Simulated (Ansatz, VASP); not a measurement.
**SnO2: VASP beside Ansatz**

The input INCAR:

```
SYSTEM = SnO2
PREC     = Accurate       ! precision mode
ENCUT    = 520            ! plane-wave cutoff, eV
EDIFF    = 1E-6           ! SCF threshold, eV
ISMEAR   = 0              ! smearing method
SIGMA    = 0.1            ! smearing width, eV
LREAL    = .False.        ! projectors in reciprocal space
LASPH    = .True.         ! aspherical terms in the spheres
NELM     = 100            ! most SCF steps
ALGO     = Normal         ! electronic algorithm
ISIF     = 2              ! what is computed and relaxed
LWAVE    = .False.        ! write WAVECAR
LCHARG   = .True.         ! write CHGCAR
GGA      = PE             ! functional
LELF     = .True.         ! ELF
LVHAR    = .True.       
NBANDS   = 20             ! bands
```

Contents of KPOINTS:

```
regular mesh
0
Gamma
  6 6 4
  0 0 0
```

POSCAR

```
SnO2
1.0
    3.1774145200      0.0000000000      0.0000000000
    0.0000000000      3.1774145200      0.0000000000
    0.0000000000      0.0000000000      4.3704979600
Sn O
1 2
Direct
    0.0000000000      0.0000000000      0.3637829100
    0.5000000000      0.5000000000      0.3406719900
    0.5000000000      0.5000000000      0.0621393800
```

Input for Ansatz:

```yaml
crystal:
  lattice:
    - [3.17741452, 0.0, 0.0]
    - [0.0, 3.17741452, 0.0]
    - [0.0, 0.0, 4.37049796]
  atoms:
    - { symbol: Sn, position: [0.0, 0.0, 0.36378291] }
    - { symbol: O, position: [0.5, 0.5, 0.34067199] }
    - { symbol: O, position: [0.5, 0.5, 0.06213938] }
basis:
  ecutwfc: 420
kpoints:
  mp_grid: { grid: [6, 6, 4] }
hamiltonian:
  xc: pbe
scf:
  occupations: { method: gaussian, width: 0.1 }
  lower_state_search: "off"
output:
  forces: true
  stress: true
  eigenvalues: true
```

Alike in both runs: task single point; functional PBE; k mesh 6 × 6 × 4; occupations gaussian, width 0.1 eV; no spin polarisation.

|  | VASP | Ansatz |
| --- | --- | --- |
| version | VASP 6.6.1 | Ansatz 0.2.0 |
| potentials or method | VASP PAW PBE potentials, release 64 (Sn_d, O), cutoff 520 eV | scalar-relativistic, plane waves, PAW |
| valence electrons in the cell | 26 | 26 |

VASP gave:

```
gap on the k mesh at the Fermi level (eV) : none
rms of the force components (eV/Å)        : 6.598
```

Which values does Ansatz return?

gap on the k mesh at the Fermi level (eV): none; rms of the force components (eV/Å): 6.049.

Atom by atom the forces differ by 0.550 eV/Å (rms over components). A gap of «none» marks a metal or a gap that the smearing closes.

Noted on VASP's run: the standard files for N, O and F lose accuracy on very short bonds.
